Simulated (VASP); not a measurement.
# K2S (Fm-3m) in VASP: relaxation of cell and atoms with PBEsol

Aim: the relaxation of cell and atoms of K2S with PBEsol.

Program: VASP 6.6.1. These are calculated values, not measurements. Logs are shortened: lines on timing, memory, paths and dates and some standing lists are left out, and cuts for length are marked.

### Step 1. The cell of the first run

Symmetry: Fm-3m, No. 225, cubic system. The conventional cell has a = 7.391 Å, b = 7.391 Å, c = 7.391 Å, α = 90.00°, β = 90.00°, γ = 90.00°. Within 4.2 Å of K (site symmetry -43m) lie 4 S at 3.20 Å and 6 K at 3.70 Å. Within 4.2 Å of S (site symmetry m-3m) lie 8 K at 3.20 Å.

### Step 2. Relaxation of cell and atoms, PBEsol

INCAR

```
SYSTEM = K2S
PREC     = Accurate       ! precision mode
ENCUT    = 500            ! plane-wave cutoff, eV
EDIFF    = 1E-7           ! SCF threshold, eV
ISMEAR   = -1             ! smearing method
SIGMA    = 0.1            ! smearing width, eV
LREAL    = .FALSE.        ! projectors in reciprocal space
LASPH    = .TRUE.         ! aspherical terms in the spheres
NELM     = 120            ! most SCF steps
ALGO     = Normal         ! electronic algorithm
ISIF     = 3              ! what is computed and relaxed
LWAVE    = .FALSE.        ! write WAVECAR
LCHARG   = .FALSE.        ! write CHGCAR
GGA      = PS             ! functional
IBRION   = 2              ! ionic algorithm
NSW      = 100            ! ionic steps
EDIFFG   = -0.002         ! ionic threshold
GGA_COMPAT= .FALSE.      
NELMIN   = 4
```

KPOINTS

```
Automatic mesh
0
G
  10 10 10
  0 0 0
```

POSCAR

```
K2S
1.0
    3.6955000000      3.6955000000      0.0000000000
   -3.6955000000      3.6955000000      0.0000000000
    0.0000000000      3.6955000000      3.6955000000
K S
2 1
Direct
    0.2500000000      0.7500000000      0.5000000000
    0.7500000000      0.2500000000      0.5000000000
    0.0000000000      0.0000000000      0.0000000000
```

Potentials or basis: VASP PAW PBE potentials, release 64 (K_sv, S).

Command:

```sh
$ cat potpaw_PBE.64/K_sv/POTCAR potpaw_PBE.64/S/POTCAR > POTCAR
$ mpirun -np 1 vasp_std > vasp.out
```

OUTCAR:

```text
SYSTEM = K2S
   PREC = Accurate
   ENCUT = 500
   EDIFF = 1E-7
   ISMEAR = -1
   LREAL = .FALSE.
   LASPH = .TRUE.
   NELM = 120
   ISIF = 3
   GGA = PS
   IBRION = 2
   NSW = 100
   EDIFFG = -0.002
   NELMIN = 4

 ion  position               nearest neighbor table
   1  0.250  0.750  0.500-   3 3.20   3 3.20   3 3.20   3 3.20   2 3.70   2 3.70   2 3.70   2 3.70
                             2 3.70   2 3.70
   2  0.750  0.250  0.500-   3 3.20   3 3.20   3 3.20   3 3.20   1 3.70   1 3.70   1 3.70   1 3.70
                             1 3.70   1 3.70
   3  0.000  0.000  0.000-   1 3.20   2 3.20   1 3.20   2 3.20   2 3.20   1 3.20   2 3.20   1 3.20

  LATTYP: Found a face centered cubic cell.
 ALAT       =     7.3910000000

  Lattice vectors:

 A1 = (   0.0000000000,   3.6955000000,   3.6955000000)
 A2 = (   3.6955000000,   0.0000000000,   3.6955000000)
 A3 = (   3.6955000000,   3.6955000000,   0.0000000000)

Analysis of symmetry for initial positions (statically):
=====================================================================
 Subroutine PRICEL returns:
 Original cell was already a primitive cell.

 Routine SETGRP: Setting up the symmetry group for a
 face centered cubic supercell.

 Subroutine GETGRP returns: Found 48 space group operations
 (whereof 48 operations were pure point group operations)
 out of a pool of 48 trial point group operations.

The static configuration has the point symmetry O_h .

Analysis of symmetry for dynamics (positions and initial velocities):
=====================================================================
 Subroutine PRICEL returns:
 Original cell was already a primitive cell.

 Routine SETGRP: Setting up the symmetry group for a
 face centered cubic supercell.

 Subroutine GETGRP returns: Found 48 space group operations
 (whereof 48 operations were pure point group operations)
 out of a pool of 48 trial point group operations.

The dynamic configuration has the point symmetry O_h .

 Subroutine INISYM returns: Found 48 space group operations
 (whereof 48 operations are pure point group operations),
 and found     1 'primitive' translations

----------------------------------------------------------------------------------------

                                     Primitive cell

  volume of cell :     100.9368

[... 93 lines left out ...]
   NSW    =    100    number of steps for IOM
   IBRION =      2    ionic relax: 0-MD 1-quasi-New 2-CG
   NFREE  =      1    steps in history (QN), initial steepest desc. (CG)
   ISIF   =      3    stress and relaxation
   ISYM   =      2    0-nonsym 1-usesym 2-fastsym
   POTIM  = 0.5000    time-step for ionic-motion
   TEBEG  =    0.0;   TEEND  =   0.0 temperature during run
   PSTRESS=    0.0 pullay stress
   NELECT =      24.0000    total number of electrons
   NUPDOWN=      -1.0000    fix difference up-down
   EMIN   =  10.00;   EMAX   =-10.00  energy-range for DOS
   EFERMI =   0.00;   METHOD = LEGACY
   ISMEAR =    -1;   SIGMA  =   0.10  broadening in eV -4-tet -1-fermi 0-gaus
   EFERMI_NEDOS =   21; number of points for ismear=-14 and -15
   IALGO  =     38    algorithm
   IMIX   =      4    mixing-type and parameters
     AMIX     =   0.40;   BMIX     =  1.00
     AMIX_MAG =   1.60;   BMIX_MAG =  1.00
  volume/ion in A,a.u.               =      33.65       227.05
  Fermi-wavevector in a.u.,A,eV,Ry     =   1.014212  1.916583 13.995304  1.028626
  Thomas-Fermi vector in A             =   2.147426
   LORBIT       =      0    0 simple, 1 ext, 2 COOP (PROOUT), +10 PAW based schemes
   GGA     = PS    functional components
   LHFCALC =     F    Hartree Fock is set to
   AEXX    =    0.0000 exact exchange contribution
   IVDW    =     0    specifies the selected vdW correction
   LEPSILON=     F    determine dielectric tensor
   LRPA    =     F    only Hartree local field effects (RPA)
 conjugate gradient relaxation of ions
 non-spin polarized calculation
  energy-cutoff  :      500.00
  volume of cell :      100.94
 maximum number of plane-waves:      2637
 NGX is ok and might be reduce to    40
   NGX = 19   NGY = 19   NGZ = 19

--------------------------------------- Ionic step        1  -------------------------------------------

 number of electron      23.9999996 magnetization

 Free energy of the ion-electron system (eV)
  ---------------------------------------------------
  ext. energy  EPLUGINS =         0.00000000
  ---------------------------------------------------
  free energy    TOTEN  =        -9.86170691 eV

  energy without entropy =       -9.86170447  energy(sigma->0) =       -9.86170569

------------------------ aborting loop because EDIFF is reached ----------------------------------------

  FORCE on cell =-STRESS in cart. coord.  units (eV):
  Direction    XX          YY          ZZ          XY          YZ          ZX
  --------------------------------------------------------------------------------------
  -------------------------------------------------------------------------------------
  Total       -0.2370870     -0.2370870     -0.2370870     -0.0000000      0.0000000     -0.0000000
  in kB       -3.7632993     -3.7632993     -3.7632993     -0.0000000      0.0000000     -0.0000000
  external PRESSURE =      -3.7632993 kB  Pullay stress =       0.0000000 kB
[... 98 lines left out ...]
--------------------------------------- Ionic step        4  -------------------------------------------

 number of electron      23.9999997 magnetization

 Free energy of the ion-electron system (eV)
  ---------------------------------------------------
  ext. energy  EPLUGINS =         0.00000000
  ---------------------------------------------------
  free energy    TOTEN  =        -9.86405870 eV

  energy without entropy =       -9.86405681  energy(sigma->0) =       -9.86405775

 E-fermi :   1.0962     XC(G=0):  -7.5978

 val. band max:       -0.3642261282   @ k =   0.5000   0.5000   0.0000
 cond. band min:       1.9750789443   @ k =   0.0000   0.0000   0.0000
 fundamental gap:      2.3393050725
 Fermi energy:         1.0962056591

 k-point     1 :       0.0000    0.0000    0.0000
  band No.  band energies     occupation
      1     -29.3485      2.00000
      2     -29.2549      2.00000
      3     -13.0200      2.00000
      4     -13.0200      2.00000
      5     -13.0200      2.00000
      6     -12.7586      2.00000
[... 433 lines left out ...]
      3     -13.2029      2.00000
      4     -13.0482      2.00000
      5     -13.0215      2.00000
      6     -12.7969      2.00000
[... 8 lines left out ...]
     15       5.8533      0.00000
     16       6.0547      0.00000

 [... further k-points ...]
[... 5 lines left out ...]
  --------------------------------------------------------------------------------------
  -------------------------------------------------------------------------------------
  Total        0.0003303      0.0003303      0.0003303      0.0000000      0.0000000      0.0000000
  in kB        0.0053464      0.0053464      0.0053464      0.0000000      0.0000000      0.0000000
  external PRESSURE =       0.0053464 kB  Pullay stress =       0.0000000 kB
[... 18 lines left out ...]
  FREE ENERGIE OF THE ION-ELECTRON SYSTEM (eV)
  ---------------------------------------------------
  free  energy   TOTEN  =        -9.8640586968 eV

  energy  without entropy=       -9.8640568066  energy(sigma->0) =       -9.86405775

 reached required accuracy - stopping structural energy minimisation
```

CONTCAR:

```text
K2S
   1.00000000000000
     3.6714764717802595    3.6714764717802595   -0.0000000000000000
    -3.6714764717802595    3.6714764717802595   -0.0000000000000000
     0.0000000000000000    3.6714764717802595    3.6714764717802595
  K               S
     2     1
Direct
     0.2500000000000000    0.7500000000000000    0.5000000000000000
     0.7500000000000000    0.2500000000000000    0.5000000000000000
     1.0000000000000000    1.0000000000000000    0.0000000000000000

  0.00000000E+00  0.00000000E+00  0.00000000E+00
  0.00000000E+00  0.00000000E+00  0.00000000E+00
  0.00000000E+00  0.00000000E+00  0.00000000E+00
```

It took 3.8 min on 1 thread of Intel Xeon Platinum 8259CL at 2.50GHz (Skylake/Cascade Lake), shared host; peak memory 0.28 GiB.

What came out:

* Free energy: -9.8641 eV
* Relaxed volume: 32.99 Å³/atom
* Relaxed cell: a = 5.192 Å, b = 5.192 Å, c = 5.192 Å, α = 60.00°, β = 60.00°, γ = 90.00°
* Space group after relaxing (to 0.1 Å): Fm-3m (No. 225)
* Energy gained by relaxing: 0.8 meV/atom
* Ionic steps: 4
* Pressure after relaxing: 0.0 GPa
* Band gap on the k mesh: 2.34 eV (least direct gap 2.56 eV)

Step by step:
```csv
step,energy change (eV),largest force (eV/Å),pressure (GPa),volume (Å³)
1,0.0000,0.0000,-0.38,100.94
2,-0.0019,0.0000,-0.16,99.79
3,-0.0024,0.0000,-0.01,99.03
4,-0.0024,0.0000,0.00,98.98
```

Final structure:
```
K S
1.0
     3.67148    3.67148    0.00000
    -3.67148    3.67148    0.00000
     0.00000    3.67148    3.67148
K S
2 1
Direct
  0.25000 0.75000 0.50000
  0.75000 0.25000 0.50000
  0.00000 0.00000 0.00000
```

Caveat: the PAW data sets were made with another functional, which shifts forces and pressure a little. A k mesh can miss the band edges.
